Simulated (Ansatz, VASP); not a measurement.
**CaO: VASP beside Ansatz**

File INCAR:

```
  PREC = Accurate
  ENCUT = 520
  EDIFF = 1E-6
  ISMEAR = 0
  SIGMA = 0.05
  LREAL = False
  LASPH = True
  NELM = 60
  ALGO = Normal
  ISIF = 2
  LWAVE = False
  LCHARG = False
  NBANDS = 24
```

The input KPOINTS:

```
Automatic mesh
0
Gamma
  9 9 6
```

Contents of POSCAR:

```
CaO
1.0
    4.0318955827      0.0000000000      0.0000000000
   -2.0159477913      3.4571524753      0.0000000000
    0.0000000000      0.0000000000      4.7848400100
Ca O
2 2
Direct
    0.3333333333      0.6666666667      0.7500000000
    0.6666666667      0.3333333333      0.2500000000
    0.3333333333      0.6666666667      0.2500000000
    0.6666666667      0.3333333333      0.7500000000
```

Input for Ansatz:

```yaml
crystal:
  lattice:
    - [4.0318955827, 0.0, 0.0]
    - [-2.0159477913, 3.4571524753, 0.0]
    - [0.0, 0.0, 4.78484001]
  atoms:
    - { symbol: Ca, position: [0.3333333333, 0.6666666667, 0.75] }
    - { symbol: Ca, position: [0.6666666667, 0.3333333333, 0.25] }
    - { symbol: O, position: [0.3333333333, 0.6666666667, 0.25] }
    - { symbol: O, position: [0.6666666667, 0.3333333333, 0.75] }
basis:
  ecutwfc: 420
kpoints:
  mp_grid: { grid: [9, 9, 6] }
hamiltonian:
  xc: lda
scf:
  occupations: { method: gaussian, width: 0.05 }
output:
  forces: true
  stress: true
  eigenvalues: true
```

Change from the starting cell: strain +0.0100 x Voigt [1, 0, 0, 0, 0, 0], atoms carried along.

Alike in both runs: task single point; functional LDA; k mesh 9 × 9 × 6; occupations gaussian, width 0.05 eV; no spin polarisation.

|  | VASP | Ansatz |
| --- | --- | --- |
| version | VASP 6.6.1 | Ansatz 0.2.0 |
| potentials or method | VASP PAW LDA potentials, release 64 (Ca_sv, O), cutoff 520 eV | scalar-relativistic, plane waves, PAW |
| valence electrons in the cell | 32 | 32 |

VASP gave:

```
gap on the k mesh at the Fermi level (eV)                     : 2.95
least direct gap on the mesh (eV)                             : 2.95
pressure (GPa)                                                : -5.9
traceless stress, the component that is largest in VASP (GPa) : 0.47
rms of the force components (eV/Å)                            : 0.026
```

**Question.** Estimate Ansatz's values.

**Answer.** gap on the k mesh at the Fermi level (eV): 2.96; least direct gap on the mesh (eV): 2.96; pressure (GPa): -6.5; traceless stress, the component that is largest in VASP (GPa): 0.48; rms of the force components (eV/Å): 0.024.

LDA's correlation is that of Perdew and Zunger in VASP and of Perdew and Wang (1992) in Ansatz. Atom by atom the forces differ by 0.002 eV/Å (rms over components).
